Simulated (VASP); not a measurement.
TiO, 6 atoms in the cell. The structure is cubic, space group Pm-3m (No. 221). Conventional cell: a = 4.087 Å, b = 4.087 Å, c = 4.087 Å, α = 90.00°, β = 90.00°, γ = 90.00°. Ti (site symmetry 4/mmm) has 4 O at 2.04 Å within 2.7 Å. Within 2.7 Å of O (site symmetry 4/mmm) lie 4 Ti at 2.04 Å. 

| Quantity | Value |
| --- | --- |
| Program | VASP 6.6.1 |
| Task | single point |
| Functional | r2SCAN |
| Potentials or basis | VASP PAW PBE potentials, release 64 (Ti_sv, O) |
| Cutoff | 520 eV |
| k mesh | 10 × 10 × 10 |
| Occupations | gaussian, width 0.1 eV |
| Spin | no spin polarisation |
| Dipole correction | no |
| Further INCAR settings | ALGO = Normal; EDIFF = 1e-06; NBANDS = 36 |

Potentials or basis: VASP PAW PBE potentials, release 64 (Ti_sv, O).

The run is started by

```console
$ cat potpaw_PBE.64/Ti_sv/POTCAR potpaw_PBE.64/O/POTCAR > POTCAR
$ cp INCAR.step1 INCAR
$ mpirun -np 1 vasp_std > vasp.out
$ cp INCAR.step2 INCAR
$ mpirun -np 1 vasp_std > vasp.out
```

Hardware: 1 thread of Intel Xeon 8259CL (shared host).

Q: Estimate the wall time of this run.

A: Run time: 17 min on 1 thread of Intel Xeon 8259CL, on a shared host, peak memory 0.24 GiB. Counts: k points 56.
